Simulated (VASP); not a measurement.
## Bi: single point with PBE

Crystal: Bi.

```xyz
4
Lattice="6.0981 0.0000 0.0000 0.0000 6.0981 0.0000 0.0000 0.0000 6.0981" Properties=species:S:1:pos:R:3 pbc="T T T"
Bi    3.0491    3.0491    3.0491
Bi    0.0000    3.0491    3.0491
Bi    3.0491    0.0000    3.0491
Bi    3.0491    3.0491    0.0000
```

| Property | Result |
| --- | --- |
| Program | VASP 6.6.1 |
| Task | single point |
| Functional | PBE |
| Potentials or basis | VASP PAW PBE potentials, release 64 (Bi_d) |
| Cutoff | 520 eV |
| k mesh | 4 × 4 × 4 |
| Occupations | gaussian, width 0.1 eV |
| Spin | no spin polarisation |
| Dipole correction | no |
| Further INCAR settings | ALGO = Normal; EDIFF = 1e-06; NBANDS = 38 |

| Quantity | Value |
| --- | --- |
| Pressure | 0.0 GPa |
| Band gap on the k mesh | zero (band 30 reaches 2.34 eV, above the bottom of band 31 at 2.18 eV) |

Levels at points of the mesh, in eV from the Fermi level:
```tsv
k point	band 28	band 29	band 30	band 31	band 32	band 33
(0.00, 0.00, 0.00)	0.18	0.18	0.18	0.27	0.27	0.27
(0.50, 0.00, 0.00)	-0.48	-0.48	-0.16	0.26	0.26	0.40
(0.50, 0.50, 0.00)	-1.05	-0.43	-0.43	0.19	0.66	0.91
(0.50, 0.50, 0.50)	0.10	0.10	0.10	0.21	0.21	0.90
```

Wall time 29 s on 1 thread of Intel(R) Xeon(R) 6975P-C (Granite Rapids), on a shared host, peak memory 0.33 GiB.

Caveat: spin-orbit coupling is left out, which moves the levels of the heavy elements.
